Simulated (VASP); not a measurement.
A run of VASP 6.6.1 is set up as follows.

Contents of INCAR:

```
PREC = Accurate
ENCUT = 500
EDIFF = 1E-6
ISMEAR = 0
SIGMA = 0.01
LREAL = False
LASPH = True
NELM = 120
ALGO = Normal
ISIF = 2
LWAVE = False
LCHARG = True
GGA = PE
LELF = True
LVHAR = True
NBANDS = 14
GGA_COMPAT = False
```

Contents of KPOINTS:

```
regular mesh
0
Gamma
  3 3 3
```

POSCAR

```
NaI
1.0
    0.0000000000      2.8366648300      2.8366648300
    2.8366648300      0.0000000000      2.8366648300
    2.8366648300      2.8366648300      0.0000000000
Na I
1 1
Direct
    0.0000000000      0.0000000000      0.0000000000
    0.5000000000      0.5000000000      0.5000000000
```

Potentials or basis: VASP PAW PBE potentials, release 64 (Na_pv, I).

Launch:

```bash
$ cat potpaw_PBE.64/Na_pv/POTCAR potpaw_PBE.64/I/POTCAR > POTCAR
$ mpirun -np 1 vasp_std > vasp.out
```

(1) What does it give for the pressure?

(2) Estimate the band gap on the k mesh.

Results:

(1) 18.7 GPa.

(2) 4.87 eV, indirect (least direct gap 5.16 eV).

Caveat: the k points lie up to 0.64 Å⁻¹ apart; spin-orbit coupling is left out, which moves the levels of the heavy elements.
